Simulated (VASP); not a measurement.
Set up this calculation in VASP 6.6.1, as the native input.

```
Task                   : single point
Functional             : PBEsol
Potentials or basis    : VASP PAW PBE potentials, release 64 (Cd, Se)
Cutoff                 : 520 eV
k mesh                 : 6 × 6 × 6
Occupations            : gaussian, width 0.01 eV
Spin                   : no spin polarisation
Dipole correction      : no
Further INCAR settings : ALGO = Normal; EDIFF = 1e-06; NBANDS = 16
```

The structure of CdSe lies in POSCAR:

```
CdSe
1.0
    4.3420190000      0.0000000000      0.0000000000
    2.1710095000      3.7602987577      0.0000000000
    2.1710095000      1.2534329192      3.5452436678
Cd Se
1 1
Direct
    0.0000000000      0.0000000000      0.0000000000
    0.7500000000      0.7500000000      0.7500000000
```

These files were run (other wordings do the same):

INCAR

```
SYSTEM = CdSe
PREC     = Accurate       ! precision mode
ENCUT    = 520            ! plane-wave cutoff, eV
EDIFF    = 1E-6           ! SCF threshold, eV
ISMEAR   = 0              ! smearing method
SIGMA    = 0.01           ! smearing width, eV
LREAL    = .FALSE.        ! projectors in reciprocal space
LASPH    = .TRUE.         ! aspherical terms in the spheres
NELM     = 80             ! most SCF steps
ALGO     = Normal         ! electronic algorithm
ISIF     = 2              ! what is computed and relaxed
LWAVE    = .FALSE.        ! write WAVECAR
LCHARG   = .FALSE.        ! write CHGCAR
GGA      = PS             ! functional
NBANDS   = 16             ! bands
```

KPOINTS

```
Automatic mesh
0
G
  6 6 6
  0 0 0
```

Potentials or basis: VASP PAW PBE potentials, release 64 (Cd, Se).

Launch:

```sh
$ cat potpaw_PBE.64/Cd/POTCAR potpaw_PBE.64/Se/POTCAR > POTCAR
$ mpirun -np 1 vasp_std > vasp.out
```

It gave:

```json
{
  "Pressure": "-1.1 GPa",
  "Band gap on the k mesh": "0.42 eV, direct"
}
```

Caveat: the PAW data sets were made with another functional, which shifts forces and pressure a little.

It took 5.9 s on 1 thread of Intel Xeon 6975P-C (shared host), peak memory 0.18 GiB.
